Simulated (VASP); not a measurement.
Wanted: the native input for a VASP 6.6.1 run.

```
Task                   : single point
Functional             : PBE
Dispersion             : D3(BJ)
Potentials or basis    : VASP PAW PBE potentials, release 64 (Te, Mo_sv)
Cutoff                 : 520 eV
k mesh                 : 9 × 9 × 1
Occupations            : gaussian, width 0.05 eV
Spin                   : no spin polarisation
Dipole correction      : yes
Further INCAR settings : ALGO = Normal; EDIFF = 1e-06; NBANDS = 35
```

The structure of Te2Mo lies in POSCAR:

```
Te2Mo
1.0
    3.5038817003      0.0000000000      0.0000000000
   -1.7519408501      3.0344505643      0.0000000000
    0.0000000000      0.0000000000     24.7677199090
Te Mo
4 2
Direct
    0.3333333333      0.6666666667      0.1816881011
    0.3333333333      0.6666666667      0.3284056823
    0.8333333333      1.0000000000      0.4689111471
    0.8333333333      1.0000000000      0.6156287282
    0.6666666667      0.3333333333      0.2550468917
    0.5000000000      1.3333333333      0.5422699377
```

One way to write it, as run:

INCAR

```
SYSTEM = Te2Mo
  PREC = Accurate
  ENCUT = 520
  EDIFF = 1E-6
  ISMEAR = 0
  SIGMA = 0.05
  LREAL = .False.
  LASPH = .True.
  NELM = 80
  ALGO = Normal
  ISIF = 2
  LWAVE = .False.
  LCHARG = .True.
  LDIPOL = .True.
  IDIPOL = 3
  DIPOL = 0.5 0.5 0.399
  GGA = PE
  IVDW = 12
  LELF = .True.
  LVHAR = .True.
  LVACPOTAV = .True.
  NBANDS = 35
```

KPOINTS

```
Automatic mesh
0
Gamma
  9 9 1
  0 0 0
```

Potentials or basis: VASP PAW PBE potentials, release 64 (Te, Mo_sv).

Command:

```console
$ cat potpaw_PBE.64/Te/POTCAR potpaw_PBE.64/Mo_sv/POTCAR > POTCAR
$ mpirun -np 1 vasp_std > vasp.out
```

It gave:

The largest force is 0.050 eV/Å and the band gap on the k mesh is 1.10 eV, indirect (least direct gap 1.15 eV). The dispersion energy per atom is -0.465 eV.

Caveat: spin-orbit coupling is left out, which moves the levels of the heavy elements.

It took 17 min on 1 thread of Oxide Virtual Turin-like Processor, with other jobs on the host, peak memory 0.55 GiB.
